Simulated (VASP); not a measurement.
# CuI (P6_3/mmc) in VASP: a series of runs

CuI is run at these levels: PBEsol, r2SCAN, PBE; tasks: single point.

Program: VASP 6.6.1. These are calculated values, not measurements. Logs are shortened: lines on timing, memory, paths and dates and some standing lists are left out, and cuts for length are marked.

## Step 1: The cell of the first run

It takes space group P6_3/mmc (No. 194, hexagonal). Conventional cell: a = 4.117 Å, b = 4.117 Å, c = 6.052 Å, α = 90.00°, β = 90.00°, γ = 120.00°. Cu (site symmetry -3m) has 6 I at 2.82 Å and 2 Cu at 3.03 Å within 3.7 Å. Within 3.9 Å of I (site symmetry -6m2) lie 6 Cu at 2.82 Å and 6 I at 3.85 Å.

## Step 2: Single point, PBEsol

Input file INCAR:

```
SYSTEM = CuI
PREC = Accurate ; ENCUT = 520
EDIFF = 1E-6 ; ISMEAR = -1
SIGMA = 0.02 ; LREAL = .False.
LASPH = .True. ; NELM = 100
ALGO = Normal ; ISIF = 2
LWAVE = .False. ; LCHARG = .True.
GGA = PS ; LELF = .True.
LVHAR = .True. ; NBANDS = 26
```

Input file KPOINTS:

```
regular mesh
0
Gamma
  6 6 4
  0 0 0
```

Input file POSCAR:

```
CuI
1.0
    4.1172289717      0.0000000000      0.0000000000
   -2.0586144859      3.5656248827      0.0000000000
    0.0000000000      0.0000000000      6.0515178256
Cu I
2 2
Direct
    0.0000000000      0.0000000000      0.0000000000
    0.0000000000      0.0000000000      0.5000000000
    0.3333333333      0.6666666667      0.2500000000
    0.6666666667      0.3333333333      0.7500000000
```

Potentials or basis: VASP PAW PBE potentials, release 64 (Cu, I).

Started as:

```console
$ cat potpaw_PBE.64/Cu/POTCAR potpaw_PBE.64/I/POTCAR > POTCAR
$ mpirun -np 1 vasp_std > vasp.out
```

OUTCAR:

```text
SYSTEM = CuI
   PREC = Accurate
   ENCUT = 520
   EDIFF = 1E-6
   ISMEAR = -1
   LREAL = .False.
   LASPH = .True.
   NELM = 100
   ISIF = 2
   GGA = PS

 ion  position               nearest neighbor table
   1  0.000  0.000  0.000-   3 2.82   4 2.82   4 2.82   3 2.82   4 2.82   3 2.82
   2  0.000  0.000  0.500-   3 2.82   4 2.82   4 2.82   3 2.82   4 2.82   3 2.82
   3  0.333  0.667  0.250-   1 2.82   2 2.82   1 2.82   2 2.82   1 2.82   2 2.82
   4  0.667  0.333  0.750-   1 2.82   2 2.82   1 2.82   2 2.82   1 2.82   2 2.82

  LATTYP: Found a hexagonal cell.
 ALAT       =     4.1172289717
 C/A-ratio  =     1.4698035662

  Lattice vectors:

 A1 = (   4.1172289717,   0.0000000000,   0.0000000000)
 A2 = (  -2.0586144859,   3.5656248827,   0.0000000000)
 A3 = (   0.0000000000,   0.0000000000,   6.0515178256)

Analysis of symmetry for initial positions (statically):
=====================================================================
 Subroutine PRICEL returns:
 Original cell was already a primitive cell.

 Routine SETGRP: Setting up the symmetry group for a
 hexagonal supercell.

 Subroutine GETGRP returns: Found 24 space group operations
 (whereof 12 operations were pure point group operations)
 out of a pool of 24 trial point group operations.

The static configuration has the point symmetry D_3d.
 The point group associated with its full space group is D_6h.

Analysis of symmetry for dynamics (positions and initial velocities):
=====================================================================
 Subroutine PRICEL returns:
 Original cell was already a primitive cell.

 Routine SETGRP: Setting up the symmetry group for a
 hexagonal supercell.

 Subroutine GETGRP returns: Found 24 space group operations
 (whereof 12 operations were pure point group operations)
 out of a pool of 24 trial point group operations.

The dynamic configuration has the point symmetry D_3d.
 The point group associated with its full space group is D_6h.

 Subroutine INISYM returns: Found 24 space group operations
 (whereof 12 operations are pure point group operations),
 and found     1 'primitive' translations

----------------------------------------------------------------------------------------

                                     Primitive cell

  volume of cell :      88.8393

  direct lattice vectors                    reciprocal lattice vectors
     4.117228972  0.000000000  0.000000000     0.242881804  0.140227875  0.000000000
[... 86 lines left out ...]
   EDIFF  = 0.1E-05   stopping-criterion for ELM
   LREAL  =      F    real-space projection
   EDIFFG = 0.1E-04   stopping-criterion for IOM
   NSW    =      0    number of steps for IOM
   IBRION =     -1    ionic relax: 0-MD 1-quasi-New 2-CG
   NFREE  =      0    steps in history (QN), initial steepest desc. (CG)
   ISIF   =      2    stress and relaxation
   ISYM   =      2    0-nonsym 1-usesym 2-fastsym
   POTIM  = 0.5000    time-step for ionic-motion
   TEBEG  =    0.0;   TEEND  =   0.0 temperature during run
   PSTRESS=    0.0 pullay stress
   NELECT =      36.0000    total number of electrons
   NUPDOWN=      -1.0000    fix difference up-down
   EMIN   =  10.00;   EMAX   =-10.00  energy-range for DOS
   EFERMI =   0.00;   METHOD = LEGACY
   ISMEAR =    -1;   SIGMA  =   0.02  broadening in eV -4-tet -1-fermi 0-gaus
   EFERMI_NEDOS =   21; number of points for ismear=-14 and -15
   IALGO  =     38    algorithm
   IMIX   =      4    mixing-type and parameters
     AMIX     =   0.40;   BMIX     =  1.00
     AMIX_MAG =   1.60;   BMIX_MAG =  1.00
  volume/ion in A,a.u.               =      22.21       149.88
  Fermi-wavevector in a.u.,A,eV,Ry     =   1.211455  2.289318 19.968231  1.467624
  Thomas-Fermi vector in A             =   2.346970
   LORBIT       =      0    0 simple, 1 ext, 2 COOP (PROOUT), +10 PAW based schemes
   GGA     = PS    functional components
   LHFCALC =     F    Hartree Fock is set to
   AEXX    =    0.0000 exact exchange contribution
   IVDW    =     0    specifies the selected vdW correction
   LEPSILON=     F    determine dielectric tensor
   LRPA    =     F    only Hartree local field effects (RPA)
 non-spin polarized calculation
  energy-cutoff  :      520.00
  volume of cell :       88.84
 maximum number of plane-waves:      2428
 NGX is ok and might be reduce to    32
   NGX = 15   NGY = 15   NGZ = 23

 number of electron      35.9999982 magnetization

 Free energy of the ion-electron system (eV)
  ---------------------------------------------------
  ext. energy  EPLUGINS =         0.00000000
  ---------------------------------------------------
  free energy    TOTEN  =       -11.82483027 eV

  energy without entropy =      -11.82483021  energy(sigma->0) =      -11.82483024

 E-fermi :   7.0400     XC(G=0): -10.4364

 val. band max:        6.7821984715   @ k =   0.5000   0.0000   0.0000
 cond. band min:       7.2884370539   @ k =   0.3333   0.3333   0.0000
 fundamental gap:      0.5062385825
 Fermi energy:         7.0400310275

 k-point     1 :       0.0000    0.0000    0.0000
  band No.  band energies     occupation
      1      -7.8753      2.00000
      2      -6.5015      2.00000
      3       0.1532      2.00000
      4       2.6818      2.00000
      5       2.6818      2.00000
      6       4.0777      2.00000
[... 598 lines left out ...]
     25      14.3132      0.00000
     26      14.3132      0.00000

------------------------ aborting loop because EDIFF is reached ----------------------------------------

  FORCE on cell =-STRESS in cart. coord.  units (eV):
  Direction    XX          YY          ZZ          XY          YZ          ZX
  --------------------------------------------------------------------------------------
  -------------------------------------------------------------------------------------
  Total        0.0682350      0.0682350      0.0633810     -0.0000000      0.0000000      0.0000000
  in kB        1.2305891      1.2305891      1.1430478     -0.0000000      0.0000000      0.0000000
  external PRESSURE =       1.2014087 kB  Pullay stress =       0.0000000 kB

 VOLUME and BASIS-vectors are now :
 -----------------------------------------------------------------------------
  energy-cutoff  :      520.00
  volume of cell :       88.84
      direct lattice vectors                 reciprocal lattice vectors
     4.117228972  0.000000000  0.000000000     0.242881804  0.140227875  0.000000000
    -2.058614486  3.565624883  0.000000000     0.000000000  0.280455750  0.000000000
     0.000000000  0.000000000  6.051517826     0.000000000  0.000000000  0.165247799

 POSITION                                       TOTAL-FORCE (eV/Angst)
 -----------------------------------------------------------------------------------
      0.00000      0.00000      0.00000        -0.000000      0.000000     -0.000000
      0.00000      0.00000      3.02576        -0.000000      0.000000     -0.000000
     -0.00000      2.37708      1.51288        -0.000000      0.000000     -0.000000
      2.05861      1.18854      4.53864         0.000000     -0.000000      0.000000
 -----------------------------------------------------------------------------------
    total drift:                                0.000000     -0.000000      0.000000

  FREE ENERGIE OF THE ION-ELECTRON SYSTEM (eV)
  ---------------------------------------------------
  free  energy   TOTEN  =       -11.8248302675 eV

  energy  without entropy=      -11.8248302057  energy(sigma->0) =      -11.82483024
```

It took 26 s on 1 thread of Intel Xeon 6975P-C (Granite Rapids), shared host; peak memory 0.23 GiB.

What came out:

```
Free energy            : -11.8248 eV
Pressure               : 0.1 GPa
Band gap on the k mesh : 0.51 eV (least direct gap 0.82 eV)
```

Caveat: the PAW data sets were made with another functional, which shifts forces and pressure a little; spin-orbit coupling is left out, which moves the levels of the heavy elements. A k mesh can miss the band edges.

## Step 3: Single point, r2SCAN

This run uses another cell than the first one, of 23.60 Å³/atom.

Input file POSCAR:

```
CuI
1.0
    4.1473371115      0.0000000000      0.0000000000
   -2.0736685558      3.5916992967      0.0000000000
    0.0000000000      0.0000000000      6.3363560900
Cu I
2 2
Direct
    0.0000000000      0.0000000000      0.0000000000
    0.0000000000      0.0000000000      0.5000000000
    0.3333333333      0.6666666667      0.2500000000
    0.6666666667      0.3333333333      0.7500000000
```

Input file INCAR.step1:

```
SYSTEM = CuI
  PREC = Accurate
  ENCUT = 520
  ISMEAR = -1
  SIGMA = 0.02
  LREAL = .FALSE.
  LASPH = .TRUE.
  NELM = 100
  NBANDS = 26
  GGA = PE
  ALGO = Normal
  EDIFF = 1E-4
  LWAVE = .TRUE.
  LCHARG = .FALSE.
```

Input file INCAR.step2:

```
SYSTEM = CuI
  PREC = Accurate
  ENCUT = 520
  EDIFF = 1E-6
  ISMEAR = -1
  SIGMA = 0.02
  LREAL = .FALSE.
  LASPH = .TRUE.
  NELM = 100
  ALGO = Normal
  ISIF = 2
  LWAVE = .FALSE.
  LCHARG = .FALSE.
  METAGGA = R2SCAN
  LMIXTAU = .TRUE.
  NBANDS = 26
  ISTART = 1
```

Input file KPOINTS:

```
regular mesh
0
G
  6 6 4
  0 0 0
```

Potentials or basis: VASP PAW PBE potentials, release 64 (Cu, I).

Started as:

```console
$ cat potpaw_PBE.64/Cu/POTCAR potpaw_PBE.64/I/POTCAR > POTCAR
$ cp INCAR.step1 INCAR
$ mpirun -np 1 vasp_std > vasp.out
$ cp INCAR.step2 INCAR
$ mpirun -np 1 vasp_std > vasp.out
```

OUTCAR:

```text
SYSTEM = CuI
   PREC = Accurate
   ENCUT = 520
   EDIFF = 1E-6
   ISMEAR = -1
   LREAL = .FALSE.
   LASPH = .TRUE.
   NELM = 100
   ISIF = 2
   METAGGA = R2SCAN
   ISTART = 1

 ion  position               nearest neighbor table
   1  0.000  0.000  0.000-   3 2.87   4 2.87   4 2.87   3 2.87   4 2.87   3 2.87
   2  0.000  0.000  0.500-   3 2.87   4 2.87   4 2.87   3 2.87   4 2.87   3 2.87
   3  0.333  0.667  0.250-   1 2.87   2 2.87   1 2.87   2 2.87   1 2.87   2 2.87
   4  0.667  0.333  0.750-   1 2.87   2 2.87   1 2.87   2 2.87   1 2.87   2 2.87

  LATTYP: Found a hexagonal cell.
 ALAT       =     4.1473371115
 C/A-ratio  =     1.5278131292

  Lattice vectors:

 A1 = (   4.1473371115,   0.0000000000,   0.0000000000)
 A2 = (  -2.0736685558,   3.5916992967,   0.0000000000)
 A3 = (   0.0000000000,   0.0000000000,   6.3363560900)

Analysis of symmetry for initial positions (statically):
=====================================================================
 Subroutine PRICEL returns:
[... 169 lines left out ...]
  free energy    TOTEN  =       -70.65142239 eV

  energy without entropy =      -70.65142239  energy(sigma->0) =      -70.65142239

 E-fermi :   6.3914     XC(G=0): -10.4428

 val. band max:        5.9712435117   @ k =   0.5000  -0.0000   0.0000
 cond. band min:       6.8002626350   @ k =   0.3333   0.3333   0.0000
 fundamental gap:      0.8290191233
 Fermi energy:         6.3913962556

 k-point     1 :       0.0000    0.0000    0.0000
  band No.  band energies     occupation
      1      -8.7547      2.00000
      2      -7.6235      2.00000
      3      -0.4028      2.00000
      4       2.1577      2.00000
      5       2.1577      2.00000
      6       3.7420      2.00000
[... 598 lines left out ...]
     25      14.1101      0.00000
     26      14.1101      0.00000

------------------------ aborting loop because EDIFF is reached ----------------------------------------

  FORCE on cell =-STRESS in cart. coord.  units (eV):
  Direction    XX          YY          ZZ          XY          YZ          ZX
  --------------------------------------------------------------------------------------
  -------------------------------------------------------------------------------------
  Total        0.0198245      0.0198245      0.0566577     -0.0000000     -0.0000000      0.0000000
  in kB        0.3365145      0.3365145      0.9617458     -0.0000000     -0.0000000      0.0000000
  external PRESSURE =       0.5449249 kB  Pullay stress =       0.0000000 kB

 VOLUME and BASIS-vectors are now :
 -----------------------------------------------------------------------------
  energy-cutoff  :      520.00
  volume of cell :       94.39
      direct lattice vectors                 reciprocal lattice vectors
     4.147337111  0.000000000  0.000000000     0.241118572  0.139209872  0.000000000
    -2.073668556  3.591699297  0.000000000     0.000000000  0.278419744  0.000000000
     0.000000000  0.000000000  6.336356090     0.000000000  0.000000000  0.157819413

 POSITION                                       TOTAL-FORCE (eV/Angst)
 -----------------------------------------------------------------------------------
      0.00000      0.00000      0.00000        -0.000000      0.000000     -0.000000
      0.00000      0.00000      3.16818        -0.000000      0.000000     -0.000000
     -0.00000      2.39447      1.58409         0.000000      0.000000     -0.000000
      2.07367      1.19723      4.75227         0.000000     -0.000000      0.000000
 -----------------------------------------------------------------------------------
    total drift:                                0.000000     -0.000000      0.000000

  FREE ENERGIE OF THE ION-ELECTRON SYSTEM (eV)
  ---------------------------------------------------
  free  energy   TOTEN  =       -70.6514223904 eV

  energy  without entropy=      -70.6514223904  energy(sigma->0) =      -70.65142239
```

OSZICAR.step1:

```text
N       E                     dE             d eps       ncg     rms          rms(c)
DAV:   1     0.277727814842E+03    0.27773E+03   -0.15340E+04  1092   0.158E+03
DAV:   2     0.165690265911E+02   -0.26116E+03   -0.24860E+03  1094   0.327E+02
DAV:   3    -0.930050147661E+01   -0.25870E+02   -0.24996E+02  1464   0.121E+02
DAV:   4    -0.105326032247E+02   -0.12321E+01   -0.12282E+01  1502   0.235E+01
DAV:   5    -0.105759158174E+02   -0.43313E-01   -0.43309E-01  1674   0.399E+00    0.990E+00
DAV:   6    -0.104216029171E+02    0.15431E+00   -0.57678E+00  1376   0.493E+01    0.604E+00
DAV:   7    -0.101814539386E+02    0.24015E+00   -0.18084E+00  1254   0.335E+01    0.314E+00
DAV:   8    -0.101816986740E+02   -0.24474E-03   -0.54646E-02  1458   0.151E+00    0.807E-01
DAV:   9    -0.101766015890E+02    0.50971E-02   -0.19280E-02  1524   0.319E+00    0.113E-01
DAV:  10    -0.101769422773E+02   -0.34069E-03   -0.33646E-03  1664   0.457E-01    0.112E-01
DAV:  11    -0.101769393544E+02    0.29229E-05   -0.14181E-05   618   0.470E-02
   1 F= -.10176939E+02 E0= -.10176939E+02  d E =-.877768E-07
```

Wall time 89 s (1 thread of Intel Xeon 6975P-C (Granite Rapids), shared host); peak memory 0.24 GiB.

Results:

```yaml
Free_energy: -70.6514 eV
Pressure: 0.1 GPa
Band_gap_on_the_k_mesh: 0.83 eV (least direct gap 1.30 eV)
```

Caveat: the PAW data sets were made with another functional, which shifts forces and pressure a little; spin-orbit coupling is left out, which moves the levels of the heavy elements.

## Step 4: Single point, PBE

This run uses another cell than the first one, of 23.60 Å³/atom.

Input file INCAR:

```
ALGO     = Normal         # electronic algorithm
EDIFF    = 1E-6           # SCF threshold, eV
ENCUT    = 520            # plane-wave cutoff, eV
GGA      = PE             # functional
ISIF     = 2              # what is computed and relaxed
ISMEAR   = -1             # smearing method
LASPH    = True           # aspherical terms in the spheres
LCHARG   = False          # write CHGCAR
LREAL    = False          # projectors in reciprocal space
LWAVE    = False          # write WAVECAR
NBANDS   = 26             # bands
NELM     = 100            # most SCF steps
PREC     = Accurate       # precision mode
SIGMA    = 0.02           # smearing width, eV
```

Input file KPOINTS:

```
k-points
0
Gamma
  12 12 4
```

POSCAR is that of step 3.

Started as:

```console
$ cat potpaw_PBE.64/Cu/POTCAR potpaw_PBE.64/I/POTCAR > POTCAR
$ mpirun -np 1 vasp_std > vasp.out
```

Wall time 64 s (1 thread of Intel Xeon 6975P-C (Granite Rapids), shared host); peak memory 0.29 GiB.

It converged, with:

```
Free energy            : -10.1819 eV
Pressure               : 0.6 GPa
Band gap on the k mesh : 0.49 eV (least direct gap 0.70 eV)
```

Stress tensor (GPa, compression positive):
```
0.77 0.00 0.00
0.00 0.77 0.00
0.00 0.00 0.20
```

Levels at points of the mesh, in eV from the valence-band top:
| k point | band 14 | band 15 | band 16 | band 17 | band 18 | band 19 | band 20 | band 21 | band 22 | band 23 |
| --- | --- | --- | --- | --- | --- | --- | --- | --- | --- | --- |
| (0.00, 0.00, 0.00) | -1.61 | -1.41 | -1.19 | -0.08 | -0.08 | 0.62 | 2.35 | 4.91 | 4.91 | 6.64 |
| (0.50, 0.00, 0.00) | -1.59 | -1.56 | -1.46 | -0.73 | 0.00 | 1.98 | 2.48 | 3.04 | 4.35 | 7.13 |
| (0.00, 0.00, 0.50) | -1.74 | -0.59 | -0.59 | -0.59 | -0.59 | 2.49 | 2.49 | 5.09 | 5.09 | 5.09 |
| (0.50, 0.00, 0.50) | -1.66 | -1.06 | -1.06 | -0.84 | -0.84 | 1.51 | 1.51 | 4.68 | 4.68 | 6.85 |

Caveat: spin-orbit coupling is left out, which moves the levels of the heavy elements.

## Step 5: Overview

```tsv
level	cell	k mesh	gap on the mesh (eV)	pressure (GPa)
PBEsol	a = 4.117, b = 4.117, c = 6.052 Å, angles 90.0, 90.0, 120.0°, 4 atoms	6 × 6 × 4	0.51	0.1
r2SCAN	a = 4.147, b = 4.147, c = 6.336 Å, angles 90.0, 90.0, 120.0°, 4 atoms	6 × 6 × 4	0.83	0.1
PBE	a = 4.147, b = 4.147, c = 6.336 Å, angles 90.0, 90.0, 120.0°, 4 atoms	12 × 12 × 4	0.49	0.6
```

Alike in all rows: task single point; potentials or basis VASP PAW PBE potentials, release 64 (Cu, I); no spin polarisation; cutoff (eV) 520; smearing fermi-dirac 0.02 eV.

Caveats: spin-orbit coupling is left out, which moves the levels of the heavy elements; the PAW data sets were made with another functional, which shifts forces and pressure a little (at least some runs).

Absolute energies hang on the potentials; compare differences alone.
